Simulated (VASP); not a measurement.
# ReTc (P-6m2) in VASP: notebook

The runs below take ReTc through single point, relaxation of volume and atoms at fixed shape, with LDA.

Everything below comes from runs of VASP 6.6.1. Logs are shortened: lines on timing, memory, paths and dates and some standing lists are left out, and cuts for length are marked.

## (1) The cell of the first run

Symmetry: P-6m2, No. 187, hexagonal system. Conventional cell: a = 2.719 Å, b = 2.719 Å, c = 4.391 Å, α = 90.00°, β = 90.00°, γ = 120.00°. Tc (site symmetry -6m2) has 6 Re at 2.70 Å and 6 Tc at 2.72 Å within 3.6 Å. Re (site symmetry -6m2) has 6 Tc at 2.70 Å and 6 Re at 2.72 Å within 3.6 Å.

## (2) Single point, LDA

Contents of INCAR:

```
PREC = Accurate
ENCUT = 520
EDIFF = 1E-6
ISMEAR = -1
SIGMA = 0.1
LREAL = F
LASPH = T
NELM = 60
ALGO = Normal
ISIF = 2
LWAVE = F
LCHARG = F
GGA = CA
NBANDS = 17
```

Contents of KPOINTS:

```
Automatic mesh
0
Gamma
  7 7 4
```

Contents of POSCAR:

```
ReTc
1.0
    2.7188833786      0.0000002855      0.0000000000
   -1.3594419365      2.3546219330      0.0000000000
    0.0000000000      0.0000000000      4.3911439157
Tc Re
1 1
Direct
    0.0000000000      0.0000000000      0.0000000000
    0.3333333333      0.6666666667      0.5000000000
```

Potentials or basis: VASP PAW LDA potentials, release 64 (Tc_pv, Re).

Command:

```console
cat potpaw_LDA.64/Tc_pv/POTCAR potpaw_LDA.64/Re/POTCAR > POTCAR
mpirun -np 1 vasp_std > vasp.out
```

OUTCAR:

```text
PREC = Accurate
   ENCUT = 520
   EDIFF = 1E-6
   ISMEAR = -1
   LREAL = F
   LASPH = T
   NELM = 60
   ISIF = 2
   GGA = CA

 ion  position               nearest neighbor table
   1  0.000  0.000  0.000-   2 2.70   2 2.70   2 2.70   2 2.70   2 2.70   2 2.70
   2  0.333  0.667  0.500-   1 2.70   1 2.70   1 2.70   1 2.70   1 2.70   1 2.70

  LATTYP: Found a hexagonal cell.
 ALAT       =     2.7188833786
 C/A-ratio  =     1.6150541617

  Lattice vectors:

 A1 = (   2.7188833786,   0.0000002855,   0.0000000000)
 A2 = (  -1.3594419365,   2.3546219330,   0.0000000000)
 A3 = (   0.0000000000,   0.0000000000,   4.3911439157)

Analysis of symmetry for initial positions (statically):
=====================================================================
 Subroutine PRICEL returns:
 Original cell was already a primitive cell.

 Routine SETGRP: Setting up the symmetry group for a
 hexagonal supercell.

 Subroutine GETGRP returns: Found 12 space group operations
 (whereof 12 operations were pure point group operations)
 out of a pool of 24 trial point group operations.

The static configuration has the point symmetry D_3h.

Analysis of symmetry for dynamics (positions and initial velocities):
=====================================================================
 Subroutine PRICEL returns:
 Original cell was already a primitive cell.

 Routine SETGRP: Setting up the symmetry group for a
 hexagonal supercell.

 Subroutine GETGRP returns: Found 12 space group operations
 (whereof 12 operations were pure point group operations)
 out of a pool of 24 trial point group operations.

The dynamic configuration has the point symmetry D_3h.

 Subroutine INISYM returns: Found 12 space group operations
 (whereof 12 operations are pure point group operations),
 and found     1 'primitive' translations

----------------------------------------------------------------------------------------

                                     Primitive cell

  volume of cell :      28.1119

  direct lattice vectors                    reciprocal lattice vectors
     2.718883379  0.000000286  0.000000000     0.367798026  0.212348341  0.000000000
    -1.359441936  2.354621933  0.000000000    -0.000000045  0.424696604  0.000000000
     0.000000000  0.000000000  4.391143916     0.000000000  0.000000000  0.227731092

  length of vectors
     2.718883379  2.718883379  4.391143916     0.424696604  0.424696604  0.227731092

  position of ions in fractional coordinates (direct lattice)
     0.000000000  0.000000000  0.000000000
[... 76 lines left out ...]
   NELM   =     60;   NELMIN=  2; NELMDL= -5     # of ELM steps
   EDIFF  = 0.1E-05   stopping-criterion for ELM
   LREAL  =      F    real-space projection
   EDIFFG = 0.1E-04   stopping-criterion for IOM
   NSW    =      0    number of steps for IOM
   IBRION =     -1    ionic relax: 0-MD 1-quasi-New 2-CG
   NFREE  =      0    steps in history (QN), initial steepest desc. (CG)
   ISIF   =      2    stress and relaxation
   ISYM   =      2    0-nonsym 1-usesym 2-fastsym
   POTIM  = 0.5000    time-step for ionic-motion
   TEBEG  =    0.0;   TEEND  =   0.0 temperature during run
   PSTRESS=    0.0 pullay stress
   NELECT =      20.0000    total number of electrons
   NUPDOWN=      -1.0000    fix difference up-down
   EMIN   =  10.00;   EMAX   =-10.00  energy-range for DOS
   EFERMI =   0.00;   METHOD = LEGACY
   ISMEAR =    -1;   SIGMA  =   0.10  broadening in eV -4-tet -1-fermi 0-gaus
   EFERMI_NEDOS =   21; number of points for ismear=-14 and -15
   IALGO  =     38    algorithm
   IMIX   =      4    mixing-type and parameters
     AMIX     =   0.40;   BMIX     =  1.00
     AMIX_MAG =   1.60;   BMIX_MAG =  1.00
  volume/ion in A,a.u.               =      14.06        94.85
  Fermi-wavevector in a.u.,A,eV,Ry     =   1.461465  2.761768 29.060401  2.135879
  Thomas-Fermi vector in A             =   2.577793
   LORBIT       =      0    0 simple, 1 ext, 2 COOP (PROOUT), +10 PAW based schemes
   GGA     = CA    functional components
   LHFCALC =     F    Hartree Fock is set to
   AEXX    =    0.0000 exact exchange contribution
   IVDW    =     0    specifies the selected vdW correction
   LEPSILON=     F    determine dielectric tensor
   LRPA    =     F    only Hartree local field effects (RPA)
 non-spin polarized calculation
  energy-cutoff  :      520.00
  volume of cell :       28.11
 maximum number of plane-waves:       768
   NGX = 11   NGY = 11   NGZ = 17

 number of electron      19.9999997 magnetization

 Free energy of the ion-electron system (eV)
  ---------------------------------------------------
  ext. energy  EPLUGINS =         0.00000000
  ---------------------------------------------------
  free energy    TOTEN  =       -25.55648802 eV

  energy without entropy =      -25.47959199  energy(sigma->0) =      -25.51804001

 E-fermi :  10.5785     XC(G=0): -14.1120

 val. band max:       10.5561863673   @ k =   0.4286   0.1429   0.2500
 cond. band min:      10.5802410557   @ k =   0.4286   0.1429   0.2500
 fundamental gap:      0.0240546883
 Fermi energy:        10.5785089328

 k-point     1 :       0.0000    0.0000    0.0000
  band No.  band energies     occupation
      1     -27.9546      2.00000
      2     -27.3771      2.00000
      3     -27.3771      2.00000
      4       1.6376      2.00000
      5       4.5829      2.00000
      6       8.9606      2.00000
[... 457 lines left out ...]
      4       5.8409      2.00000
      5       5.9811      2.00000
      6       7.2259      2.00000
[... 9 lines left out ...]
     16      21.7226      0.00000
     17      24.1696      0.00000

------------------------ aborting loop because EDIFF is reached ----------------------------------------

  FORCE on cell =-STRESS in cart. coord.  units (eV):
  Direction    XX          YY          ZZ          XY          YZ          ZX
  --------------------------------------------------------------------------------------
  -------------------------------------------------------------------------------------
  Total        0.0678164      0.0678164      0.5228957      0.0000000     -0.0000000      0.0000000
  in kB        3.8650568      3.8650568     29.8013650      0.0000000     -0.0000000      0.0000000
  external PRESSURE =      12.5104929 kB  Pullay stress =       0.0000000 kB

 VOLUME and BASIS-vectors are now :
 -----------------------------------------------------------------------------
  energy-cutoff  :      520.00
  volume of cell :       28.11
      direct lattice vectors                 reciprocal lattice vectors
     2.718883379  0.000000286  0.000000000     0.367798026  0.212348341  0.000000000
    -1.359441936  2.354621933  0.000000000    -0.000000045  0.424696604  0.000000000
     0.000000000  0.000000000  4.391143916     0.000000000  0.000000000  0.227731092

 POSITION                                       TOTAL-FORCE (eV/Angst)
 -----------------------------------------------------------------------------------
      0.00000      0.00000      0.00000        -0.000000      0.000000      0.000000
     -0.00000      1.56975      2.19557         0.000000      0.000000      0.000000
 -----------------------------------------------------------------------------------
    total drift:                               -0.000000      0.000000      0.000000

  FREE ENERGIE OF THE ION-ELECTRON SYSTEM (eV)
  ---------------------------------------------------
  free  energy   TOTEN  =       -25.5564880238 eV

  energy  without entropy=      -25.4795919900  energy(sigma->0) =      -25.51804001
```

stdout:

```text
POSCAR found type information on POSCAR TcRe
 POSCAR found :  2 types and       2 ions
 scaLAPACK will be used
 LDA part: xc-table for (Slater(with rela. corr.)+CA(PZ))
 , standard interpolation
 POSCAR, INCAR and KPOINTS ok, starting setup
 FFT: planning ... GRIDC
 FFT: planning ... GRID_SOFT
 FFT: planning ... GRID
 WAVECAR not read
 entering main loop
```

It took 6.8 s on 1 thread of Intel Xeon Platinum 8488C (Sapphire Rapids), shared host; peak memory 0.13 GiB.

What came out:

```yaml
Free_energy: -25.5565 eV
Pressure: 1.3 GPa
Band_gap_on_the_k_mesh: zero (band 10 reaches 11.70 eV, above the bottom of band 11 at 8.87 eV)
```

Stress tensor (GPa, compression positive):
```
0.39 0.00 0.00
0.00 0.39 0.00
0.00 0.00 2.98
```

Levels at points of the mesh, in eV from the Fermi level:
| k point | band 7 | band 8 | band 9 | band 10 | band 11 | band 12 | band 13 | band 14 |
| --- | --- | --- | --- | --- | --- | --- | --- | --- |
| (0.00, 0.00, 0.00) | -1.61 | -1.61 | -0.80 | -0.80 | 0.06 | 0.06 | 1.31 | 3.16 |
| (0.00, 0.00, 0.50) | -2.16 | -1.77 | -1.77 | -1.71 | -1.71 | 2.05 | 2.05 | 2.65 |

Caveat: the k points lie up to 0.38 Å⁻¹ apart; spin-orbit coupling is left out, which moves the levels of the heavy elements.

## (3) Relaxation of volume and atoms at fixed shape, LDA

This run uses another cell than the first one, of 14.53 Å³/atom, 1.034 times its volume.

Contents of INCAR:

```
SYSTEM = ReTc
  PREC = Accurate
  ENCUT = 600
  EDIFF = 1E-6
  ISMEAR = -1
  SIGMA = 0.1
  LREAL = .FALSE.
  LASPH = .TRUE.
  NELM = 80
  ALGO = Normal
  ISIF = 8
  LWAVE = .FALSE.
  LCHARG = .FALSE.
  IBRION = 2
  NSW = 60
  EDIFFG = -0.03
```

Contents of KPOINTS:

```
regular mesh
0
G
  7 7 4
  0 0 0
```

Contents of POSCAR:

```
ReTc
1.0
    2.7492990000      0.0000000000      0.0000000000
   -1.3746500000      2.3809630000      0.0000000000
    0.0000000000      0.0000000000      4.4402670000
Tc Re
1 1
Direct
    0.0000000000      0.0000000000      0.0000000000
    0.3333333333      0.6666666667      0.5000000000
```

Potentials or basis: VASP PAW LDA potentials, release 64 (Tc_pv, Re).

Command:

```console
cat potpaw_LDA.64/Tc_pv/POTCAR potpaw_LDA.64/Re/POTCAR > POTCAR
mpirun -np 1 vasp_std > vasp.out
```

Wall time 20 s (1 thread of Intel Xeon Platinum 8488C (Sapphire Rapids), shared host); peak memory 0.15 GiB.

The run converged. Its results:

```
Free energy                            : -25.5582 eV
Relaxed volume                         : 14.11 Å³/atom
Relaxed cell                           : a = 2.722 Å, b = 2.722 Å, c = 4.397 Å, α = 90.00°, β = 90.00°, γ = 120.00°
Space group after relaxing (to 0.05 Å) : P-6m2 (No. 187)
Energy gained by relaxing              : 14.3 meV/atom
Ionic steps                            : 4
Pressure after relaxing                : -0.1 GPa
Band gap on the k mesh                 : zero (band 10 reaches 11.63 eV, above the bottom of band 11 at 8.82 eV)
```

Stress tensor (GPa, compression positive):
```
-0.96  0.00  0.00
 0.00 -0.96  0.00
 0.00  0.00  1.60
```

The path:
```
step  energy change (eV)  largest force (eV/Å)  pressure (GPa)  volume (Å³)
   1              0.0000                0.0000          -10.52        29.07
   2              0.4261                0.0000           53.96        25.23
   3             -0.0285                0.0000           -0.56        28.26
   4             -0.0286                0.0000           -0.11        28.22
```

Final structure:
```xyz
2
Lattice="2.7224 0.0000 0.0000 -1.3612 2.3577 0.0000 0.0000 0.0000 4.3969" Properties=species:S:1:pos:R:3 pbc="T T T"
Tc    0.0000    0.0000    0.0000
Re    0.0000    1.5718    2.1984
```

Levels at points of the mesh, in eV from the Fermi level:
```csv
k point,band 7,band 8,band 9,band 10,band 11,band 12,band 13,band 14
"(0.00, 0.00, 0.00)",-1.60,-1.60,-0.80,-0.80,0.06,0.06,1.29,3.14
"(0.00, 0.00, 0.50)",-2.16,-1.76,-1.76,-1.70,-1.70,2.04,2.04,2.63
```

Caveat: the k points lie up to 0.38 Å⁻¹ apart in the final cell; spin-orbit coupling is left out, which moves the levels of the heavy elements.
